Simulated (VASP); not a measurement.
# P (Cmce) in VASP: a series of runs, part 2 of 2

VASP 6.6.1. Earlier steps stand in the parts before.

## 5. Single point, LDA

This run uses another cell than the first one, of 20.46 Å³/atom, 1.064 times its volume.

The input, INCAR:

```
SYSTEM = P
PREC = Accurate
ENCUT = 520
EDIFF = 1E-6
ISMEAR = -1
SIGMA = 0.05
LREAL = .False.
LASPH = .True.
NELM = 100
ALGO = Normal
ISIF = 2
LWAVE = .False.
LCHARG = .False.
GGA = CA
NBANDS = 18
```

The input, KPOINTS:

```
regular mesh
0
Gamma
  8 8 6
  0 0 0
```

The input, POSCAR:

```
P
1.0
    1.6477431241     -5.4650377251      0.0000000000
    1.6477431241      5.4650377251      0.0000000000
    0.0000000000      0.0000000000      4.5436355900
P
4
Direct
    0.9041431300      0.0958568700      0.5888151700
    0.0958568700      0.9041431300      0.4111848300
    0.5958568700      0.4041431300      0.0888151700
    0.4041431300      0.5958568700      0.9111848300
```

Potentials or basis: VASP PAW LDA potentials, release 64 (P).

Started as:

```sh
$ cat potpaw_LDA.64/P/POTCAR > POTCAR
$ mpirun -np 1 vasp_std > vasp.out
```

OUTCAR:

```text
SYSTEM = P
   PREC = Accurate
   ENCUT = 520
   EDIFF = 1E-6
   ISMEAR = -1
   LREAL = .False.
   LASPH = .True.
   NELM = 100
   ISIF = 2
   GGA = CA

 ion  position               nearest neighbor table
   1  0.904  0.096  0.589-   4 2.20   4 2.20   2 2.25
   2  0.096  0.904  0.411-   3 2.20   3 2.20   1 2.25
   3  0.596  0.404  0.089-   2 2.20   2 2.20   4 2.25
   4  0.404  0.596  0.911-   1 2.20   1 2.20   3 2.25

  LATTYP: Found a base centered orthorhombic cell.
 ALAT       =     3.2954862482
[... 696 lines left out ...]
     17      11.2313      0.00000
     18      12.4623      0.00000

 [... further k-points ...]
[... 5 lines left out ...]
  --------------------------------------------------------------------------------------
  -------------------------------------------------------------------------------------
  Total       -1.5179610     -0.9402581     -1.1600483      0.0000000      0.0000000      0.0000000
  in kB      -29.7204264    -18.4094796    -22.7127897      0.0000000      0.0000000      0.0000000
  external PRESSURE =     -23.6142319 kB  Pullay stress =       0.0000000 kB

 VOLUME and BASIS-vectors are now :
 -----------------------------------------------------------------------------
  energy-cutoff  :      520.00
  volume of cell :       81.83
      direct lattice vectors                 reciprocal lattice vectors
     1.647743124 -5.465037725  0.000000000     0.303445357 -0.091490677  0.000000000
     1.647743124  5.465037725  0.000000000     0.303445357  0.091490677  0.000000000
     0.000000000  0.000000000  4.543635590     0.000000000  0.000000000  0.220088073

 POSITION                                       TOTAL-FORCE (eV/Angst)
 -----------------------------------------------------------------------------------
      1.64774     -4.41731      2.67536         0.000000      0.033845     -0.153338
      1.64774      4.41731      1.86827         0.000000     -0.033845      0.153338
      1.64774     -1.04772      0.40354         0.000000     -0.033845     -0.153338
      1.64774      1.04772      4.14009         0.000000      0.033845      0.153338
 -----------------------------------------------------------------------------------
    total drift:                               -0.000000     -0.000000     -0.000000

  FREE ENERGIE OF THE ION-ELECTRON SYSTEM (eV)
  ---------------------------------------------------
  free  energy   TOTEN  =       -23.9812912994 eV

  energy  without entropy=      -23.9806177661  energy(sigma->0) =      -23.98095453
```

stdout:

```text
POSCAR found type information on POSCAR P
 POSCAR found :  1 types and       4 ions
 scaLAPACK will be used
 LDA part: xc-table for (Slater(with rela. corr.)+CA(PZ))
 , standard interpolation
 POSCAR, INCAR and KPOINTS ok, starting setup
 FFT: planning ... GRIDC
 FFT: planning ... GRID_SOFT
 FFT: planning ... GRID
 WAVECAR not read
 entering main loop
```

Wall time 57 s (1 thread of Intel Xeon 6975P-C (Granite Rapids), shared host); peak memory 0.23 GiB.

Results:

* Free energy: -23.9813 eV
* Pressure: -2.4 GPa
* Largest force: 0.157 eV/Å
* Band gap on the k mesh: 0.01 eV, direct

Forces in eV/Å, atoms in the order of the input:
```
P    0.000  0.034 -0.153
P    0.000 -0.034  0.153
P    0.000 -0.034 -0.153
P    0.000  0.034  0.153
```

Stress tensor (GPa, compression positive):
```
-2.97  0.00  0.00
 0.00 -1.84  0.00
 0.00  0.00 -2.27
```

## 6. Single point, LDA

This run uses another cell than the first one, of 20.87 Å³/atom, 1.085 times its volume.

The input, INCAR:

```
SYSTEM = P
PREC     = Accurate       ! precision mode
ENCUT    = 520            ! plane-wave cutoff, eV
EDIFF    = 1E-6           ! SCF threshold, eV
ISMEAR   = -1             ! smearing method
SIGMA    = 0.05           ! smearing width, eV
LREAL    = .False.        ! projectors in reciprocal space
LASPH    = .True.         ! aspherical terms in the spheres
NELM     = 100            ! most SCF steps
ALGO     = Normal         ! electronic algorithm
ISIF     = 2              ! what is computed and relaxed
LWAVE    = .False.        ! write WAVECAR
LCHARG   = .False.        ! write CHGCAR
GGA      = CA             ! functional
NBANDS   = 18             ! bands
```

KPOINTS is that of step 5.

The input, POSCAR:

```
P
1.0
    1.6586556482     -5.5012310827      0.0000000000
    1.6586556482      5.5012310827      0.0000000000
    0.0000000000      0.0000000000      4.5737267689
P
4
Direct
    0.9041431300      0.0958568700      0.5888151700
    0.0958568700      0.9041431300      0.4111848300
    0.5958568700      0.4041431300      0.0888151700
    0.4041431300      0.5958568700      0.9111848300
```

Potentials or basis: VASP PAW LDA potentials, release 64 (P).

Started as:

```sh
$ cat potpaw_LDA.64/P/POTCAR > POTCAR
$ mpirun -np 1 vasp_std > vasp.out
```

OUTCAR:

```text
SYSTEM = P
   PREC = Accurate
   ENCUT = 520
   EDIFF = 1E-6
   ISMEAR = -1
   LREAL = .False.
   LASPH = .True.
   NELM = 100
   ISIF = 2
   GGA = CA

 ion  position               nearest neighbor table
   1  0.904  0.096  0.589-   4 2.22   4 2.22   2 2.26
   2  0.096  0.904  0.411-   3 2.22   3 2.22   1 2.26
   3  0.596  0.404  0.089-   2 2.22   2 2.22   4 2.26
   4  0.404  0.596  0.911-   1 2.22   1 2.22   3 2.26

  LATTYP: Found a base centered orthorhombic cell.
 ALAT       =     3.3173112964
 B/A-ratio  =     3.3166806436
 C/A-ratio  =     1.3787451223

  Lattice vectors:

 A1 = (   1.6586556482,  -5.5012310827,   0.0000000000)
 A2 = (   1.6586556482,   5.5012310827,   0.0000000000)
 A3 = (   0.0000000000,   0.0000000000,   4.5737267689)

Analysis of symmetry for initial positions (statically):
=====================================================================
 Subroutine PRICEL returns:
 Original cell was already a primitive cell.

 Routine SETGRP: Setting up the symmetry group for a
 base centered orthorhombic supercell.

 Subroutine GETGRP returns: Found  8 space group operations
 (whereof  4 operations were pure point group operations)
 out of a pool of  8 trial point group operations.

The static configuration has the point symmetry C_2h.
 The point group associated with its full space group is D_2h.

Analysis of symmetry for dynamics (positions and initial velocities):
=====================================================================
 Subroutine PRICEL returns:
 Original cell was already a primitive cell.

 Routine SETGRP: Setting up the symmetry group for a
 base centered orthorhombic supercell.

 Subroutine GETGRP returns: Found  8 space group operations
 (whereof  4 operations were pure point group operations)
 out of a pool of  8 trial point group operations.

The dynamic configuration has the point symmetry C_2h.
 The point group associated with its full space group is D_2h.

 Subroutine INISYM returns: Found  8 space group operations
 (whereof  4 operations are pure point group operations),
 and found     1 'primitive' translations

----------------------------------------------------------------------------------------

                                     Primitive cell

  volume of cell :      83.4673

  direct lattice vectors                    reciprocal lattice vectors
     1.658655648 -5.501231083  0.000000000     0.301448948 -0.090888747  0.000000000
     1.658655648  5.501231083  0.000000000     0.301448948  0.090888747  0.000000000
     0.000000000  0.000000000  4.573726769     0.000000000  0.000000000  0.218640083

  length of vectors
     5.745840407  5.745840407  4.573726769     0.314852716  0.314852716  0.218640083

  position of ions in fractional coordinates (direct lattice)
     0.904143130  0.095856870  0.588815170
     0.095856870  0.904143130  0.411184830
     0.595856870  0.404143130  0.088815170
     0.404143130  0.595856870  0.911184830

  ion indices of the primitive-cell ions
   primitive index   ion index
                 1           1
                 2           2
                 3           3
                 4           4

----------------------------------------------------------------------------------------

 KPOINTS: regular mesh

Automatic generation of k-mesh.
 Grid dimensions read from file:
 generate k-points for:    8    8    6

 Generating k-lattice:

  Cartesian coordinates                     Fractional coordinates (reciprocal lattice)
     0.037681118 -0.011361093  0.000000000     0.125000000  0.000000000  0.000000000
     0.037681118  0.011361093  0.000000000     0.000000000  0.125000000  0.000000000
     0.000000000  0.000000000  0.036440014     0.000000000  0.000000000  0.166666667

  Length of vectors
     0.039356589  0.039356589  0.036440014

  Shift w.r.t. Gamma in fractional coordinates (k-lattice)
     0.000000000  0.000000000  0.000000000

 Subroutine IBZKPT returns following result:
 ===========================================

 Found     84 irreducible k-points:

 Following reciprocal coordinates:
            Coordinates               Weight
  0.000000  0.000000  0.000000      1.000000
  0.125000  0.000000  0.000000      4.000000
  0.250000  0.000000  0.000000      4.000000
  0.375000  0.000000  0.000000      4.000000
  0.500000  0.000000  0.000000      2.000000
  0.125000  0.125000  0.000000      2.000000
[... 16 lines left out ...]
  0.125000  0.000000  0.166667      8.000000
  0.250000  0.000000  0.166667      8.000000
 [... further k-points ...]
   k-points           NKPTS =     84   k-points in BZ     NKDIM =     84   number of bands    NBANDS=     18
   number of dos      NEDOS =    301   number of ions     NIONS =      4
   total plane-waves  NPLWV =  82944
   dimension x,y,z NGX =    48 NGY =   48 NGZ =   36
   dimension x,y,z NGXF=    96 NGYF=   96 NGZF=   72
   ions per type =               4
   NGX,Y,Z   is equivalent  to a cutoff of  13.89, 13.89, 13.09 a.u.
   NGXF,Y,Z  is equivalent  to a cutoff of  27.78, 27.78, 26.17 a.u.
 SYSTEM =  P
   PREC   = accura    normal or accurate (medium, high low for compatibility)
   ISTART =      0    job   : 0-new  1-cont  2-samecut
   ICHARG =      2    charge: 1-file 2-atom 10-const
   ISPIN  =      1    spin polarized calculation?
   LNONCOLLINEAR =      F non collinear calculations
   LSORBIT =      F    spin-orbit coupling
   LASPH  =      T    aspherical Exc in radial PAW
   ENCUT  =  520.0 eV  38.22 Ry    6.18 a.u.  10.68 10.68  8.50*2*pi/ulx,y,z
   NELM   =    100;   NELMIN=  2; NELMDL= -5     # of ELM steps
   EDIFF  = 0.1E-05   stopping-criterion for ELM
   LREAL  =      F    real-space projection
   EDIFFG = 0.1E-04   stopping-criterion for IOM
   NSW    =      0    number of steps for IOM
   IBRION =     -1    ionic relax: 0-MD 1-quasi-New 2-CG
   NFREE  =      0    steps in history (QN), initial steepest desc. (CG)
   ISIF   =      2    stress and relaxation
   ISYM   =      2    0-nonsym 1-usesym 2-fastsym
   POTIM  = 0.5000    time-step for ionic-motion
   TEBEG  =    0.0;   TEEND  =   0.0 temperature during run
   PSTRESS=    0.0 pullay stress
   NELECT =      20.0000    total number of electrons
   NUPDOWN=      -1.0000    fix difference up-down
   EMIN   =  10.00;   EMAX   =-10.00  energy-range for DOS
   EFERMI =   0.00;   METHOD = LEGACY
   ISMEAR =    -1;   SIGMA  =   0.05  broadening in eV -4-tet -1-fermi 0-gaus
   EFERMI_NEDOS =   21; number of points for ismear=-14 and -15
   IALGO  =     38    algorithm
   IMIX   =      4    mixing-type and parameters
     AMIX     =   0.40;   BMIX     =  1.00
     AMIX_MAG =   1.60;   BMIX_MAG =  1.00
  volume/ion in A,a.u.               =      20.87       140.82
  Fermi-wavevector in a.u.,A,eV,Ry     =   1.016825  1.921520 14.067503  1.033932
  Thomas-Fermi vector in A             =   2.150190
   LORBIT       =      0    0 simple, 1 ext, 2 COOP (PROOUT), +10 PAW based schemes
   GGA     = CA    functional components
   LHFCALC =     F    Hartree Fock is set to
   AEXX    =    0.0000 exact exchange contribution
   IVDW    =     0    specifies the selected vdW correction
   LEPSILON=     F    determine dielectric tensor
   LRPA    =     F    only Hartree local field effects (RPA)
 non-spin polarized calculation
  energy-cutoff  :      520.00
  volume of cell :       83.47
 maximum number of plane-waves:      2263
 NGX is ok and might be reduce to    48
   NGX = 21   NGY = 21   NGZ = 17

 number of electron      20.0000000 magnetization

 Free energy of the ion-electron system (eV)
  ---------------------------------------------------
  ext. energy  EPLUGINS =         0.00000000
  ---------------------------------------------------
  free energy    TOTEN  =       -23.95057336 eV

  energy without entropy =      -23.94996793  energy(sigma->0) =      -23.95027064

 E-fermi :   5.5937     XC(G=0):  -9.5979

 val. band max:        5.5866366648   @ k =   0.5000   0.5000   0.0000
 cond. band min:       5.6041948990   @ k =   0.5000   0.5000   0.0000
 fundamental gap:      0.0175582342
 Fermi energy:         5.5936791464

 k-point     1 :       0.0000    0.0000    0.0000
  band No.  band energies     occupation
      1     -10.0545      2.00000
      2      -7.3604      2.00000
      3      -4.1485      2.00000
      4      -1.1129      2.00000
      5       0.5867      2.00000
      6       0.7445      2.00000
[... 10 lines left out ...]
     17      12.3636      0.00000
     18      12.8875      0.00000
[... 466 lines left out ...]
      2      -6.8988      2.00000
      3      -4.5366      2.00000
      4      -1.6403      2.00000
      5      -0.6101      2.00000
      6      -0.1930      2.00000
[... 10 lines left out ...]
     17      10.9993      0.00000
     18      12.2229      0.00000

 [... further k-points ...]
[... 5 lines left out ...]
  --------------------------------------------------------------------------------------
  -------------------------------------------------------------------------------------
  Total       -2.4179352     -1.5107942     -1.8360042      0.0000000     -0.0000000      0.0000000
  in kB      -46.4129213    -29.0001048    -35.2425993      0.0000000     -0.0000000      0.0000000
  external PRESSURE =     -36.8852085 kB  Pullay stress =       0.0000000 kB

 VOLUME and BASIS-vectors are now :
 -----------------------------------------------------------------------------
  energy-cutoff  :      520.00
  volume of cell :       83.47
      direct lattice vectors                 reciprocal lattice vectors
     1.658655648 -5.501231083  0.000000000     0.301448948 -0.090888747  0.000000000
     1.658655648  5.501231083  0.000000000     0.301448948  0.090888747  0.000000000
     0.000000000  0.000000000  4.573726769     0.000000000  0.000000000  0.218640083

 POSITION                                       TOTAL-FORCE (eV/Angst)
 -----------------------------------------------------------------------------------
      1.65866     -4.44657      2.69308         0.000000     -0.089820     -0.050187
      1.65866      4.44657      1.88065         0.000000      0.089820      0.050187
      1.65866     -1.05466      0.40622         0.000000      0.089820     -0.050187
      1.65866      1.05466      4.16751         0.000000     -0.089820      0.050187
 -----------------------------------------------------------------------------------
    total drift:                                0.000000     -0.000000     -0.000000

  FREE ENERGIE OF THE ION-ELECTRON SYSTEM (eV)
  ---------------------------------------------------
  free  energy   TOTEN  =       -23.9505733571 eV

  energy  without entropy=      -23.9499679312  energy(sigma->0) =      -23.95027064
```

Wall time 75 s (1 thread of Intel Xeon 6975P-C (Granite Rapids), shared host); peak memory 0.26 GiB.

Results:

```
Free energy   : -23.9506 eV
Pressure      : -3.7 GPa
Largest force : 0.103 eV/Å
```

Forces on the atoms (eV/Å):
```
P    0.000 -0.090 -0.050
P    0.000  0.090  0.050
P    0.000  0.090 -0.050
P    0.000 -0.090  0.050
```

Stress tensor (GPa, compression positive):
```
-4.64  0.00  0.00
 0.00 -2.90  0.00
 0.00  0.00 -3.52
```

## 7. Summary

| cell | gap on the mesh (eV) | pressure (GPa) | largest force (eV/Å) |
| --- | --- | --- | --- |
| a = 5.592, b = 5.592, c = 4.451 Å, angles 90.0, 90.0, 146.4°, 4 atoms | 0.07 | 2.6 | 0.69 |
| a = 5.631, b = 5.631, c = 4.482 Å, angles 90.0, 90.0, 146.4°, 4 atoms | 0.06 | 0.8 | 0.49 |
| a = 5.670, b = 5.670, c = 4.513 Å, angles 90.0, 90.0, 146.4°, 4 atoms | 0.04 | -0.9 | 0.31 |
| a = 5.708, b = 5.708, c = 4.544 Å, angles 90.0, 90.0, 146.4°, 4 atoms | 0.01 | -2.4 | 0.16 |
| a = 5.746, b = 5.746, c = 4.574 Å, angles 90.0, 90.0, 146.4°, 4 atoms | - | -3.7 | 0.10 |

Alike in all rows: task single point; level LDA; potentials or basis VASP PAW LDA potentials, release 64 (P); no spin polarisation; k mesh 8 × 8 × 6; cutoff (eV) 520; smearing fermi-dirac 0.05 eV.

Total energies depend on the potentials used, so only differences within one code and one set of settings carry meaning.
